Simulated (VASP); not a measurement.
# Y (I4/mmm) in VASP: a series of runs

The runs below take Y through single point, with PBEsol.

All numbers are computed with VASP 6.6.1; they aren't measurements. Logs are shortened: lines on timing, memory, paths and dates and some standing lists are left out, and cuts for length are marked.

### Step 1. The cell of the first run

Symmetry: I4/mmm, No. 139, tetragonal system. The conventional cell has a = 3.602 Å, b = 3.602 Å, c = 5.218 Å, α = 90.00°, β = 90.00°, γ = 90.00°. Y (site symmetry 4/mmm) has 12 Y at 3.60 to 3.65 Å within 4.7 Å.

### Step 2. Single point, PBEsol (strain +0.025 along x and y, +0.050 along z)

Contents of INCAR:

```
SYSTEM = Y
PREC = Accurate ; ENCUT = 520
EDIFF = 1E-6 ; ISMEAR = 0
SIGMA = 0.15 ; LREAL = .False.
LASPH = .True. ; NELM = 60
ALGO = Normal ; ISIF = 2
LWAVE = .False. ; LCHARG = .False.
GGA = PS ; NBANDS = 12
```

Contents of KPOINTS:

```
Automatic mesh
0
Gamma
  16 16 16
  0 0 0
```

Contents of POSCAR:

```
Y
1.0
    0.0000000000      2.5471250000      2.6092500000
    2.5471250000      0.0000000000      2.6092500000
    2.5471250000      2.5471250000      0.0000000000
Y
1
Direct
    0.0000000000      0.0000000000      0.0000000000
```

Potentials or basis: VASP PAW PBE potentials, release 64 (Y_sv).

On the command line:

```console
> cat potpaw_PBE.64/Y_sv/POTCAR > POTCAR
> mpirun -np 1 vasp_std > vasp.out
```

OUTCAR:

```text
SYSTEM = Y
   PREC = Accurate
   ENCUT = 520
   EDIFF = 1E-6
   ISMEAR = 0
   LREAL = .False.
   LASPH = .True.
   NELM = 60
   ISIF = 2
   GGA = PS

 ion  position               nearest neighbor table
   1  0.000  0.000  0.000-

  LATTYP: Found a body centered tetragonal cell.
 ALAT       =     3.6021787201
 C/A-ratio  =     1.4487065761

  Lattice vectors:

 A1 = (  -2.5471250000,   0.0000000000,   2.6092500000)
 A2 = (   2.5471250000,   0.0000000000,   2.6092500000)
 A3 = (   0.0000000000,   2.5471250000,  -2.6092500000)

Analysis of symmetry for initial positions (statically):
=====================================================================
 Subroutine PRICEL returns:
 Original cell was already a primitive cell.

 Routine SETGRP: Setting up the symmetry group for a
 body centered tetragonal supercell.

 Subroutine GETGRP returns: Found 16 space group operations
 (whereof 16 operations were pure point group operations)
 out of a pool of 16 trial point group operations.

The static configuration has the point symmetry D_4h.

Analysis of symmetry for dynamics (positions and initial velocities):
=====================================================================
 Subroutine PRICEL returns:
 Original cell was already a primitive cell.

 Routine SETGRP: Setting up the symmetry group for a
 body centered tetragonal supercell.

 Subroutine GETGRP returns: Found 16 space group operations
 (whereof 16 operations were pure point group operations)
 out of a pool of 16 trial point group operations.

The dynamic configuration has the point symmetry D_4h.

 Subroutine INISYM returns: Found 16 space group operations
 (whereof 16 operations are pure point group operations),
 and found     1 'primitive' translations

----------------------------------------------------------------------------------------

                                     Primitive cell

  volume of cell :      33.8568

  direct lattice vectors                    reciprocal lattice vectors
     0.000000000  2.547125000  2.609250000    -0.196299750  0.196299750  0.191625946
     2.547125000  0.000000000  2.609250000     0.196299750 -0.196299750  0.191625946
     2.547125000  2.547125000  0.000000000     0.196299750  0.196299750 -0.191625946

  length of vectors
     3.646372352  3.646372352  3.602178720     0.337324305  0.337324305  0.337324305

[... 77 lines left out ...]
   NELM   =     60;   NELMIN=  2; NELMDL= -5     # of ELM steps
   EDIFF  = 0.1E-05   stopping-criterion for ELM
   LREAL  =      F    real-space projection
[... 7 lines left out ...]
   TEBEG  =    0.0;   TEEND  =   0.0 temperature during run
   PSTRESS=    0.0 pullay stress
   NELECT =      11.0000    total number of electrons
   NUPDOWN=      -1.0000    fix difference up-down
   EMIN   =  10.00;   EMAX   =-10.00  energy-range for DOS
   EFERMI =   0.00;   METHOD = LEGACY
   ISMEAR =     0;   SIGMA  =   0.15  broadening in eV -4-tet -1-fermi 0-gaus
   EFERMI_NEDOS =   21; number of points for ismear=-14 and -15
   IALGO  =     38    algorithm
   IMIX   =      4    mixing-type and parameters
     AMIX     =   0.40;   BMIX     =  1.00
     AMIX_MAG =   1.60;   BMIX_MAG =  1.00
  volume/ion in A,a.u.               =      33.86       228.48
  Fermi-wavevector in a.u.,A,eV,Ry     =   1.125443  2.126780 17.233450  1.266623
  Thomas-Fermi vector in A             =   2.262120
   LORBIT       =      0    0 simple, 1 ext, 2 COOP (PROOUT), +10 PAW based schemes
   GGA     = PS    functional components
   LHFCALC =     F    Hartree Fock is set to
   AEXX    =    0.0000 exact exchange contribution
   IVDW    =     0    specifies the selected vdW correction
   LEPSILON=     F    determine dielectric tensor
   LRPA    =     F    only Hartree local field effects (RPA)
 non-spin polarized calculation
 Gauss-broadening in eV      SIGMA  =   0.15
  energy-cutoff  :      520.00
  volume of cell :       33.86
 maximum number of plane-waves:       926
   NGX = 13   NGY = 13   NGZ = 13

 number of electron      11.0000001 magnetization

 Free energy of the ion-electron system (eV)
  ---------------------------------------------------
  ext. energy  EPLUGINS =         0.00000000
  ---------------------------------------------------
  free energy    TOTEN  =        -6.77340238 eV

  energy without entropy =       -6.75444932  energy(sigma->0) =       -6.76392585

 E-fermi :   2.7974     XC(G=0):  -9.4135

 val. band max:        2.7899231168   @ k =   0.4375   0.1875   0.0000
 cond. band min:       2.8013627727   @ k =  -0.3125   0.4375   0.1875
 fundamental gap:      0.0114396559
 Fermi energy:         2.7973773085

 k-point     1 :       0.0000    0.0000    0.0000
  band No.  band energies     occupation
      1     -39.8988      2.00000
      2     -19.6408      2.00000
      3     -19.6396      2.00000
      4     -19.6396      2.00000
      5      -1.9136      2.00000
      6       4.4009      0.00000
      7       4.5923      0.00000
      8       4.5923      0.00000
      9       6.2984      0.00000
     10       6.5729      0.00000
     11      11.6747      0.00000
     12      14.5132      0.00000
[... 331 lines left out ...]
 k-point    24 :      -0.0625    0.0625    0.0000
  band No.  band energies     occupation
      1     -39.8932      2.00000
      2     -19.6904      2.00000
      3     -19.6543      2.00000
      4     -19.6423      2.00000
      5      -1.6618      2.00000
      6       4.2987      0.00000
      7       4.5268      0.00000
      8       4.7081      0.00000
      9       6.3139      0.00000
     10       6.3275      0.00000
     11      12.2370      0.00000
     12      13.9536      0.00000

 [... further k-points ...]

------------------------ aborting loop because EDIFF is reached ----------------------------------------

  FORCE on cell =-STRESS in cart. coord.  units (eV):
  Direction    XX          YY          ZZ          XY          YZ          ZX
  --------------------------------------------------------------------------------------
  -------------------------------------------------------------------------------------
  Total       -0.6829414     -0.6829414     -0.8291876      0.0000000      0.0000000      0.0000000
  in kB      -32.3182503    -32.3182503    -39.2389317      0.0000000      0.0000000      0.0000000
  external PRESSURE =     -34.6251441 kB  Pullay stress =       0.0000000 kB

 VOLUME and BASIS-vectors are now :
 -----------------------------------------------------------------------------
  energy-cutoff  :      520.00
  volume of cell :       33.86
      direct lattice vectors                 reciprocal lattice vectors
     0.000000000  2.547125000  2.609250000    -0.196299750  0.196299750  0.191625946
     2.547125000  0.000000000  2.609250000     0.196299750 -0.196299750  0.191625946
     2.547125000  2.547125000  0.000000000     0.196299750  0.196299750 -0.191625946

 POSITION                                       TOTAL-FORCE (eV/Angst)
 -----------------------------------------------------------------------------------
      0.00000      0.00000      0.00000         0.000000     -0.000000     -0.000000
 -----------------------------------------------------------------------------------
    total drift:                               -0.000000     -0.000000     -0.000000

  FREE ENERGIE OF THE ION-ELECTRON SYSTEM (eV)
  ---------------------------------------------------
  free  energy   TOTEN  =        -6.7734023826 eV

  energy  without entropy=       -6.7544493246  energy(sigma->0) =       -6.76392585
```

OSZICAR:

```text
N       E                     dE             d eps       ncg     rms          rms(c)
DAV:   1     0.240975404292E+02    0.24098E+02   -0.55243E+03  8440   0.826E+02
DAV:   2    -0.568508914450E+01   -0.29783E+02   -0.28986E+02 10100   0.164E+02
DAV:   3    -0.698099174619E+01   -0.12959E+01   -0.12739E+01 12076   0.216E+01
DAV:   4    -0.701546546858E+01   -0.34474E-01   -0.34445E-01  9348   0.344E+00
DAV:   5    -0.701619621189E+01   -0.73074E-03   -0.73069E-03 11164   0.392E-01    0.220E+01
DAV:   6    -0.681831959729E+01    0.19788E+00   -0.21988E-01  9032   0.305E+00    0.134E+01
DAV:   7    -0.677745289506E+01    0.40867E-01   -0.30720E-01 10064   0.357E+00    0.116E+00
DAV:   8    -0.677359875799E+01    0.38541E-02   -0.38172E-02  9784   0.148E+00    0.221E-01
DAV:   9    -0.677343326712E+01    0.16549E-03   -0.81671E-04 10380   0.236E-01    0.926E-02
DAV:  10    -0.677340221058E+01    0.31057E-04   -0.16775E-04  9544   0.110E-01    0.310E-02
DAV:  11    -0.677340320010E+01   -0.98952E-06   -0.18485E-05  9688   0.350E-02    0.172E-02
DAV:  12    -0.677340238258E+01    0.81752E-06   -0.13388E-06  8952   0.102E-02
   1 F= -.67734024E+01 E0= -.67639259E+01  d E =-.189531E-01
```

Run time: 1.8 min. Hardware: 1 thread of AMD EPYC 7R13 (Zen 3), shared host; peak memory 0.26 GiB.

Results:

```
Free energy : -6.7734 eV
Pressure    : -3.5 GPa
```

Stress tensor (GPa, compression positive):
```
-3.23  0.00  0.00
 0.00 -3.23  0.00
 0.00  0.00 -3.92
```

Caveat: the cell differs from its parent crystal (strain +0.025 along x and y, +0.050 along z); the PAW data sets were made with another functional, which shifts forces and pressure a little.

### Step 3. Single point, PBEsol (strain +0.050 along x and y, +0.025 along z)

Contents of INCAR:

```
SYSTEM = Y
PREC = Accurate
ENCUT = 520
EDIFF = 1E-6
ISMEAR = 0
SIGMA = 0.15
LREAL = .FALSE.
LASPH = .TRUE.
NELM = 100
ALGO = Normal
ISIF = 2
LWAVE = .FALSE.
LCHARG = .FALSE.
GGA = PS
NBANDS = 12
```

Contents of KPOINTS:

```
regular mesh
0
G
  16 16 16
  0 0 0
```

Contents of POSCAR:

```
Y
1.0
    0.0000000000      2.6092500000      2.5471250000
    2.6092500000      0.0000000000      2.5471250000
    2.6092500000      2.6092500000      0.0000000000
Y
1
Direct
    0.0000000000      0.0000000000      0.0000000000
```

Potentials or basis: VASP PAW PBE potentials, release 64 (Y_sv).

On the command line:

```console
> cat potpaw_PBE.64/Y_sv/POTCAR > POTCAR
> mpirun -np 1 vasp_std > vasp.out
```

OUTCAR:

```text
SYSTEM = Y
   PREC = Accurate
   ENCUT = 520
   EDIFF = 1E-6
   ISMEAR = 0
   LREAL = .FALSE.
   LASPH = .TRUE.
   NELM = 100
   ISIF = 2
   GGA = PS

 ion  position               nearest neighbor table
   1  0.000  0.000  0.000-

  LATTYP: Found a body centered tetragonal cell.
 ALAT       =     3.6900367376
 C/A-ratio  =     1.3805418109

  Lattice vectors:

 A1 = (   0.0000000000,  -2.6092500000,  -2.5471250000)
 A2 = (   0.0000000000,   2.6092500000,  -2.5471250000)
 A3 = (   2.6092500000,   0.0000000000,   2.5471250000)

Analysis of symmetry for initial positions (statically):
=====================================================================
 Subroutine PRICEL returns:
 Original cell was already a primitive cell.

 Routine SETGRP: Setting up the symmetry group for a
 body centered tetragonal supercell.

 Subroutine GETGRP returns: Found 16 space group operations
 (whereof 16 operations were pure point group operations)
 out of a pool of 16 trial point group operations.

The static configuration has the point symmetry D_4h.

Analysis of symmetry for dynamics (positions and initial velocities):
=====================================================================
 Subroutine PRICEL returns:
 Original cell was already a primitive cell.

 Routine SETGRP: Setting up the symmetry group for a
 body centered tetragonal supercell.

 Subroutine GETGRP returns: Found 16 space group operations
 (whereof 16 operations were pure point group operations)
 out of a pool of 16 trial point group operations.

The dynamic configuration has the point symmetry D_4h.

 Subroutine INISYM returns: Found 16 space group operations
 (whereof 16 operations are pure point group operations),
 and found     1 'primitive' translations

----------------------------------------------------------------------------------------
[... 115 lines left out ...]
   LORBIT       =      0    0 simple, 1 ext, 2 COOP (PROOUT), +10 PAW based schemes
   GGA     = PS    functional components
   LHFCALC =     F    Hartree Fock is set to
   AEXX    =    0.0000 exact exchange contribution
   IVDW    =     0    specifies the selected vdW correction
   LEPSILON=     F    determine dielectric tensor
   LRPA    =     F    only Hartree local field effects (RPA)
 non-spin polarized calculation
 Gauss-broadening in eV      SIGMA  =   0.15
  energy-cutoff  :      520.00
  volume of cell :       34.68
 maximum number of plane-waves:       950
   NGX = 13   NGY = 13   NGZ = 13

 number of electron      11.0000000 magnetization

 Free energy of the ion-electron system (eV)
  ---------------------------------------------------
  ext. energy  EPLUGINS =         0.00000000
  ---------------------------------------------------
  free energy    TOTEN  =        -6.75398941 eV

  energy without entropy =       -6.73418234  energy(sigma->0) =       -6.74408587

 E-fermi :   2.6851     XC(G=0):  -9.3213

 val. band max:        2.6687037982   @ k =   0.4375   0.0000   0.1875
 cond. band min:       2.6876322145   @ k =  -0.4375   0.3125   0.1875
 fundamental gap:      0.0189284163
 Fermi energy:         2.6851060731

 k-point     1 :       0.0000    0.0000    0.0000
  band No.  band energies     occupation
      1     -40.0748      2.00000
      2     -19.8302      2.00000
      3     -19.8302      2.00000
      4     -19.8296      2.00000
      5      -1.9849      2.00000
      6       4.3286      0.00000
      7       4.3286      0.00000
      8       4.5094      0.00000
      9       6.1120      0.00000
     10       6.3651      0.00000
     11      11.4946      0.00000
     12      14.3984      0.00000
[... 331 lines left out ...]
 k-point    24 :      -0.0625    0.0625    0.0000
  band No.  band energies     occupation
      1     -40.0700      2.00000
      2     -19.8722      2.00000
      3     -19.8430      2.00000
      4     -19.8342      2.00000
      5      -1.7470      2.00000
      6       4.0885      0.00000
      7       4.4406      0.00000
      8       4.6135      0.00000
      9       5.9042      0.00000
     10       6.3340      0.00000
     11      12.0215      0.00000
     12      13.6540      0.00000

 [... further k-points ...]

------------------------ aborting loop because EDIFF is reached ----------------------------------------

  FORCE on cell =-STRESS in cart. coord.  units (eV):
  Direction    XX          YY          ZZ          XY          YZ          ZX
  --------------------------------------------------------------------------------------
  -------------------------------------------------------------------------------------
  Total       -0.9442325     -0.9442325     -0.8115920      0.0000000      0.0000000     -0.0000000
  in kB      -43.6192175    -43.6192175    -37.4918373      0.0000000      0.0000000     -0.0000000
  external PRESSURE =     -41.5767574 kB  Pullay stress =       0.0000000 kB

 VOLUME and BASIS-vectors are now :
 -----------------------------------------------------------------------------
  energy-cutoff  :      520.00
  volume of cell :       34.68
      direct lattice vectors                 reciprocal lattice vectors
     0.000000000  2.609250000  2.547125000    -0.191625946  0.191625946  0.196299750
     2.609250000  0.000000000  2.547125000     0.191625946 -0.191625946  0.196299750
     2.609250000  2.609250000  0.000000000     0.191625946  0.191625946 -0.196299750

 POSITION                                       TOTAL-FORCE (eV/Angst)
 -----------------------------------------------------------------------------------
      0.00000      0.00000      0.00000        -0.000000      0.000000      0.000000
 -----------------------------------------------------------------------------------
    total drift:                               -0.000000     -0.000000     -0.000000

  FREE ENERGIE OF THE ION-ELECTRON SYSTEM (eV)
  ---------------------------------------------------
  free  energy   TOTEN  =        -6.7539894058 eV

  energy  without entropy=       -6.7341823406  energy(sigma->0) =       -6.74408587
```

Wall time 1.9 min (1 thread of AMD EPYC 7R13 (Zen 3), shared host); peak memory 0.27 GiB.

Results:

| Item | Value |
| --- | --- |
| Free energy | -6.7540 eV |
| Pressure | -4.2 GPa |

Caveat: the cell differs from its parent crystal (strain +0.050 along x and y, +0.025 along z); the PAW data sets were made with another functional, which shifts forces and pressure a little.

[end of part 1 of 2]
